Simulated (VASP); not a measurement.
# RbLaH (P4/nmm) in VASP: single point with PBE

Aim: the single point of RbLaH with PBE.

Program: VASP 6.6.1. These are calculated values, not measurements. Logs are shortened: lines on timing, memory, paths and dates and some standing lists are left out, and cuts for length are marked.

### 1 The cell of the first run

It takes space group P4/nmm (No. 129, tetragonal). The conventional cell has a = 4.214 Å, b = 4.214 Å, c = 9.255 Å, α = 90.00°, β = 90.00°, γ = 90.00°. La (site symmetry 4mm) has 4 H at 2.58 Å and 4 Rb at 3.35 Å within 3.4 Å. Within 3.4 Å of H (site symmetry -4m2) lie 4 La at 2.58 Å and 4 H at 2.98 Å. Within 4.5 Å of Rb (site symmetry 4mm) lie 5 La at 3.35 to 4.49 Å and 4 H at 3.67 Å and 8 Rb at 4.21 to 4.40 Å.

### 2 Single point, PBE

Input file INCAR:

```
SYSTEM = RbLaH
  PREC = Accurate
  ENCUT = 520
  EDIFF = 1E-7
  ISMEAR = -1
  SIGMA = 0.1
  LREAL = .False.
  LASPH = .True.
  NELM = 60
  ALGO = Normal
  ISIF = 2
  LWAVE = .False.
  LCHARG = .False.
  GGA = PE
  NBANDS = 30
```

Input file KPOINTS:

```
regular mesh
0
Gamma
  8 8 4
  0 0 0
```

Input file POSCAR:

```
RbLaH
1.0
    4.2138920000      0.0000000000      0.0000000000
    0.0000000000      4.2138920000      0.0000000000
    0.0000000000      0.0000000000      9.2548280000
La H Rb
2 2 2
Direct
    0.0000000000      0.5000000000      0.1600000000
    0.5000000000      0.0000000000      0.8400000000
    0.0000000000      0.0000000000      0.0000000000
    0.5000000000      0.5000000000      0.0000000000
    0.0000000000      0.5000000000      0.6750000000
    0.5000000000      0.0000000000      0.3250000000
```

Potentials or basis: VASP PAW PBE potentials, release 64 (La, H, Rb_sv).

Started as:

```
$ cat potpaw_PBE.64/La/POTCAR potpaw_PBE.64/H/POTCAR potpaw_PBE.64/Rb_sv/POTCAR > POTCAR
$ mpirun -np 1 vasp_std > vasp.out
```

OUTCAR:

```text
SYSTEM = RbLaH
   PREC = Accurate
   ENCUT = 520
   EDIFF = 1E-7
   ISMEAR = -1
   LREAL = .False.
   LASPH = .True.
   NELM = 60
   ISIF = 2
   GGA = PE

 ion  position               nearest neighbor table
   1  0.000  0.500  0.160-   6 3.35   6 3.35   6 3.35   6 3.35   5 4.49
   2  0.500  0.000  0.840-   5 3.35   5 3.35   5 3.35   5 3.35   6 4.49
   3  0.000  0.000  0.000-
   4  0.500  0.500  0.000-
   5  0.000  0.500  0.675-   2 3.35   2 3.35   2 3.35   2 3.35   6 4.40   6 4.40   6 4.40   6 4.40
                             1 4.49
   6  0.500  0.000  0.325-   1 3.35   1 3.35   1 3.35   1 3.35   5 4.40   5 4.40   5 4.40   5 4.40
                             2 4.49

  LATTYP: Found a simple tetragonal cell.
 ALAT       =     4.2138920000
 C/A-ratio  =     2.1962660647

  Lattice vectors:

 A1 = (   4.2138920000,   0.0000000000,   0.0000000000)
 A2 = (   0.0000000000,   4.2138920000,   0.0000000000)
 A3 = (   0.0000000000,   0.0000000000,   9.2548280000)

Analysis of symmetry for initial positions (statically):
=====================================================================
 Subroutine PRICEL returns:
 Original cell was already a primitive cell.

 Routine SETGRP: Setting up the symmetry group for a
 simple tetragonal supercell.

 Subroutine GETGRP returns: Found 16 space group operations
 (whereof  8 operations were pure point group operations)
 out of a pool of 16 trial point group operations.

The static configuration has the point symmetry D_2d.
 The point group associated with its full space group is D_4h.

Analysis of symmetry for dynamics (positions and initial velocities):
=====================================================================
 Subroutine PRICEL returns:
 Original cell was already a primitive cell.

 Routine SETGRP: Setting up the symmetry group for a
 simple tetragonal supercell.

 Subroutine GETGRP returns: Found 16 space group operations
 (whereof  8 operations were pure point group operations)
 out of a pool of 16 trial point group operations.

The dynamic configuration has the point symmetry D_2d.
 The point group associated with its full space group is D_4h.

 Subroutine INISYM returns: Found 16 space group operations
 (whereof  8 operations are pure point group operations),
 and found     1 'primitive' translations

----------------------------------------------------------------------------------------

                                     Primitive cell

  volume of cell :     164.3369

  direct lattice vectors                    reciprocal lattice vectors
     4.213892000  0.000000000  0.000000000     0.237310306  0.000000000  0.000000000
     0.000000000  4.213892000  0.000000000     0.000000000  0.237310306  0.000000000
     0.000000000  0.000000000  9.254828000     0.000000000  0.000000000  0.108051711

  length of vectors
     4.213892000  4.213892000  9.254828000     0.237310306  0.237310306  0.108051711

  position of ions in fractional coordinates (direct lattice)
     0.000000000  0.500000000  0.160000000
     0.500000000  0.000000000  0.840000000
     0.000000000  0.000000000  0.000000000
     0.500000000  0.500000000  0.000000000
     0.000000000  0.500000000  0.675000000
     0.500000000  0.000000000  0.325000000

  ion indices of the primitive-cell ions
   primitive index   ion index
                 1           1
                 2           2
                 3           3
                 4           4
                 5           5
                 6           6

----------------------------------------------------------------------------------------

 KPOINTS: regular mesh

Automatic generation of k-mesh.
 Grid dimensions read from file:
 generate k-points for:    8    8    4

 Generating k-lattice:

  Cartesian coordinates                     Fractional coordinates (reciprocal lattice)
     0.029663788  0.000000000  0.000000000     0.125000000  0.000000000  0.000000000
     0.000000000  0.029663788  0.000000000     0.000000000  0.125000000  0.000000000
     0.000000000  0.000000000  0.027012928     0.000000000  0.000000000  0.250000000

  Length of vectors
     0.029663788  0.029663788  0.027012928

  Shift w.r.t. Gamma in fractional coordinates (k-lattice)
     0.000000000  0.000000000  0.000000000

 Subroutine IBZKPT returns following result:
 ===========================================

 Found     45 irreducible k-points:

 Following reciprocal coordinates:
            Coordinates               Weight
  0.000000  0.000000  0.000000      1.000000
  0.125000  0.000000  0.000000      4.000000
  0.250000  0.000000  0.000000      4.000000
  0.375000  0.000000  0.000000      4.000000
  0.500000  0.000000  0.000000      2.000000
  0.125000  0.125000  0.000000      4.000000
[... 16 lines left out ...]
  0.375000  0.125000  0.250000     16.000000
  0.500000  0.125000  0.250000      8.000000
 [... further k-points ...]
   k-points           NKPTS =     45   k-points in BZ     NKDIM =     45   number of bands    NBANDS=     30
   number of dos      NEDOS =    301   number of ions     NIONS =      6
   total plane-waves  NPLWV =  71680
   dimension x,y,z NGX =    32 NGY =   32 NGZ =   70
   dimension x,y,z NGXF=    64 NGYF=   64 NGZF=  140
   ions per type =               2   2   2
   NGX,Y,Z   is equivalent  to a cutoff of  12.62, 12.62, 12.57 a.u.
   NGXF,Y,Z  is equivalent  to a cutoff of  25.25, 25.25, 25.15 a.u.
 SYSTEM =  RbLaH
   PREC   = accura    normal or accurate (medium, high low for compatibility)
   ISTART =      0    job   : 0-new  1-cont  2-samecut
   ICHARG =      2    charge: 1-file 2-atom 10-const
   ISPIN  =      1    spin polarized calculation?
   LNONCOLLINEAR =      F non collinear calculations
   LSORBIT =      F    spin-orbit coupling
   LASPH  =      T    aspherical Exc in radial PAW
   ENCUT  =  520.0 eV  38.22 Ry    6.18 a.u.   7.84  7.84 17.21*2*pi/ulx,y,z
   NELM   =     60;   NELMIN=  2; NELMDL= -5     # of ELM steps
   EDIFF  = 0.1E-06   stopping-criterion for ELM
   LREAL  =      F    real-space projection
   EDIFFG = 0.1E-05   stopping-criterion for IOM
   NSW    =      0    number of steps for IOM
   IBRION =     -1    ionic relax: 0-MD 1-quasi-New 2-CG
   NFREE  =      0    steps in history (QN), initial steepest desc. (CG)
   ISIF   =      2    stress and relaxation
   ISYM   =      2    0-nonsym 1-usesym 2-fastsym
   POTIM  = 0.5000    time-step for ionic-motion
   TEBEG  =    0.0;   TEEND  =   0.0 temperature during run
   PSTRESS=    0.0 pullay stress
   NELECT =      42.0000    total number of electrons
   NUPDOWN=      -1.0000    fix difference up-down
   EMIN   =  10.00;   EMAX   =-10.00  energy-range for DOS
   EFERMI =   0.00;   METHOD = LEGACY
   ISMEAR =    -1;   SIGMA  =   0.10  broadening in eV -4-tet -1-fermi 0-gaus
   EFERMI_NEDOS =   21; number of points for ismear=-14 and -15
   IALGO  =     38    algorithm
   IMIX   =      4    mixing-type and parameters
     AMIX     =   0.40;   BMIX     =  1.00
     AMIX_MAG =   1.60;   BMIX_MAG =  1.00
  volume/ion in A,a.u.               =      27.39       184.83
  Fermi-wavevector in a.u.,A,eV,Ry     =   1.038914  1.963263 14.685340  1.079342
  Thomas-Fermi vector in A             =   2.173420
   LORBIT       =      0    0 simple, 1 ext, 2 COOP (PROOUT), +10 PAW based schemes
   GGA     = PE    functional components
   LHFCALC =     F    Hartree Fock is set to
   AEXX    =    0.0000 exact exchange contribution
   IVDW    =     0    specifies the selected vdW correction
   LEPSILON=     F    determine dielectric tensor
   LRPA    =     F    only Hartree local field effects (RPA)
 non-spin polarized calculation
  energy-cutoff  :      520.00
  volume of cell :      164.34
 maximum number of plane-waves:      4452
 NGX is ok and might be reduce to    32
   NGX = 15   NGY = 15   NGZ = 35

 number of electron      41.9999998 magnetization

 Free energy of the ion-electron system (eV)
  ---------------------------------------------------
  ext. energy  EPLUGINS =         0.00000000
  ---------------------------------------------------
  free energy    TOTEN  =       -15.92673509 eV

  energy without entropy =      -15.73466183  energy(sigma->0) =      -15.83069846

 E-fermi :   4.8101     XC(G=0):  -8.6760

 val. band max:        4.7770674471   @ k =   0.5000   0.0000   0.2500
 cond. band min:       4.8159692771   @ k =   0.3750   0.0000   0.0000
 fundamental gap:      0.0389018299
 Fermi energy:         4.8100914692

 k-point     1 :       0.0000    0.0000    0.0000
  band No.  band energies     occupation
      1     -28.5876      2.00000
      2     -28.5545      2.00000
      3     -23.7068      2.00000
      4     -23.6906      2.00000
      5     -12.4427      2.00000
      6     -12.2884      2.00000
[... 22 lines left out ...]
     29       6.0581      0.00001
     30       6.0584      0.00001

 k-point     2 :       0.1250    0.0000    0.0000
  band No.  band energies     occupation
      1     -28.5831      2.00000
      2     -28.5525      2.00000
      3     -23.7056      2.00000
      4     -23.6907      2.00000
      5     -12.4554      2.00000
      6     -12.3298      2.00000
[... 22 lines left out ...]
     29       6.0817      0.00001
     30       6.1088      0.00000

 k-point     3 :       0.2500    0.0000    0.0000
  band No.  band energies     occupation
      1     -28.5716      2.00000
      2     -28.5482      2.00000
      3     -23.7027      2.00000
      4     -23.6913      2.00000
      5     -12.4981      2.00000
      6     -12.4265      2.00000
[... 22 lines left out ...]
     29       6.0533      0.00001
     30       6.1455      0.00000

 k-point     4 :       0.3750    0.0000    0.0000
  band No.  band energies     occupation
      1     -28.5584      2.00000
      2     -28.5456      2.00000
      3     -23.6990      2.00000
      4     -23.6929      2.00000
      5     -12.5525      2.00000
      6     -12.5221      2.00000
[... 22 lines left out ...]
     29       6.0335      0.00001
     30       6.1328      0.00000

 k-point     5 :       0.5000    0.0000    0.0000
  band No.  band energies     occupation
      1     -28.5487      2.00000
      2     -28.5487      2.00000
      3     -23.6955      2.00000
      4     -23.6955      2.00000
      5     -12.5692      2.00000
      6     -12.5692      2.00000
[... 22 lines left out ...]
     29       6.0934      0.00001
     30       6.0951      0.00001
[... 526 lines left out ...]
     29       6.0736      0.00001
     30       6.1403      0.00000

 k-point    22 :       0.2500    0.1250    0.2500
  band No.  band energies     occupation
      1     -28.5678      2.00000
      2     -28.5462      2.00000
      3     -23.7007      2.00000
      4     -23.6898      2.00000
      5     -12.4820      2.00000
      6     -12.4321      2.00000
[... 22 lines left out ...]
     29       6.0916      0.00001
     30       6.1728      0.00000

 k-point    23 :       0.3750    0.1250    0.2500
  band No.  band energies     occupation
      1     -28.5552      2.00000
      2     -28.5434      2.00000
      3     -23.6962      2.00000
      4     -23.6903      2.00000
      5     -12.5402      2.00000
      6     -12.5261      2.00000
[... 22 lines left out ...]
     29       6.0425      0.00001
     30       6.1247      0.00000

 k-point    24 :       0.5000    0.1250    0.2500
  band No.  band energies     occupation
      1     -28.5461      2.00000
      2     -28.5461      2.00000
      3     -23.6924      2.00000
      4     -23.6924      2.00000
      5     -12.5669      2.00000
      6     -12.5669      2.00000
[... 22 lines left out ...]
     29       6.0761      0.00001
     30       6.0807      0.00001

 [... further k-points ...]
[... 5 lines left out ...]
  --------------------------------------------------------------------------------------
  -------------------------------------------------------------------------------------
  Total        3.3067336      3.3067336     -0.0072072      0.0000000      0.0000000     -0.0000000
  in kB       32.2384861     32.2384861     -0.0702652      0.0000000      0.0000000     -0.0000000
  external PRESSURE =      21.4689023 kB  Pullay stress =       0.0000000 kB

 VOLUME and BASIS-vectors are now :
 -----------------------------------------------------------------------------
  energy-cutoff  :      520.00
  volume of cell :      164.34
      direct lattice vectors                 reciprocal lattice vectors
     4.213892000  0.000000000  0.000000000     0.237310306  0.000000000  0.000000000
     0.000000000  4.213892000  0.000000000     0.000000000  0.237310306  0.000000000
     0.000000000  0.000000000  9.254828000     0.000000000  0.000000000  0.108051711

 POSITION                                       TOTAL-FORCE (eV/Angst)
 -----------------------------------------------------------------------------------
      0.00000      2.10695      1.48077        -0.000000      0.000000     -2.399458
      2.10695      0.00000      7.77406         0.000000      0.000000      2.399458
      0.00000      0.00000      0.00000        -0.000000      0.000000      0.000000
      2.10695      2.10695      0.00000         0.000000     -0.000000      0.000000
      0.00000      2.10695      6.24701         0.000000      0.000000     -1.122864
      2.10695      0.00000      3.00782        -0.000000      0.000000      1.122864
 -----------------------------------------------------------------------------------
    total drift:                                0.000000      0.000000     -0.000000

  FREE ENERGIE OF THE ION-ELECTRON SYSTEM (eV)
  ---------------------------------------------------
  free  energy   TOTEN  =       -15.9267350948 eV

  energy  without entropy=      -15.7346618334  energy(sigma->0) =      -15.83069846
```

Wall time 3.6 min (1 thread of Intel Xeon Platinum 8259CL at 2.50GHz (Skylake/Cascade Lake), shared host); peak memory 0.41 GiB.

Results:

* Free energy: -15.9267 eV
* Pressure: 2.1 GPa
* Largest force: 2.399 eV/Å
* Band gap on the k mesh: zero (bands 21 and 22 overlap by 1.44 eV)

Forces on the atoms (eV/Å):
```
La   0.000  0.000 -2.399
La   0.000  0.000  2.399
H    0.000  0.000  0.000
H    0.000  0.000  0.000
Rb   0.000  0.000 -1.123
Rb   0.000  0.000  1.123
```

Caveat: spin-orbit coupling is left out, which moves the levels of the heavy elements; forces of over 1 eV/Å act on the atoms, so gaps and moduli don't describe the material at rest.

The gap in the log of VASP goes by the Fermi energy; the results here count the filled bands.